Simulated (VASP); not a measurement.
## Zr: single point with PBEsol

Zr:

```xyz
1
Lattice="0.0000 2.3452 2.4354 2.3452 0.0000 2.4354 2.3452 2.3452 0.0000" Properties=species:S:1:pos:R:3 pbc="T T T"
Zr    0.0000    0.0000    0.0000
```

This cell differs from its parent crystal: strain +0.040 along x and y, +0.080 along z.

| Property | Result |
| --- | --- |
| Program | VASP 6.6.1 |
| Task | single point |
| Functional | PBEsol |
| Potentials or basis | VASP PAW PBE potentials, release 64 (Zr_sv) |
| Cutoff | 520 eV |
| k mesh | 18 × 18 × 18 |
| Occupations | gaussian, width 0.15 eV |
| Spin | no spin polarisation |
| Dipole correction | no |
| Further INCAR settings | ALGO = Fast; EDIFF = 1e-06; NBANDS = 12 |

```json
{
 "Pressure": "-13.1 GPa",
 "Band gap on the k mesh": "zero (band 6 reaches 8.09 eV, above the bottom of band 7 at 6.80 eV)"
}
```

Stress tensor (GPa, compression positive):
```
-12.66   0.00   0.00
  0.00 -12.66   0.00
  0.00   0.00 -13.85
```

Levels at points of the mesh, in eV from the Fermi level:
```csv
k point,band 4,band 5,band 6,band 7,band 8,band 9
"(0.00, 0.00, 0.00)",-26.59,-5.27,0.70,1.05,1.05,2.68
"(0.50, 0.00, 0.00)",-26.66,-2.61,0.61,0.71,0.97,4.30
"(0.50, 0.50, 0.00)",-26.79,-2.50,-1.70,2.00,4.41,4.79
"(0.50, 0.00, 0.50)",-26.80,-2.46,-1.75,2.51,4.35,4.64
```

Run time: 2.4 min on 1 thread of Intel(R) Xeon(R) 6975P-C (Granite Rapids), on a shared host, peak memory 0.26 GiB.

Caveat: the cell differs from its parent crystal (strain +0.040 along x and y, +0.080 along z); the PAW data sets were made with another functional, which shifts forces and pressure a little.
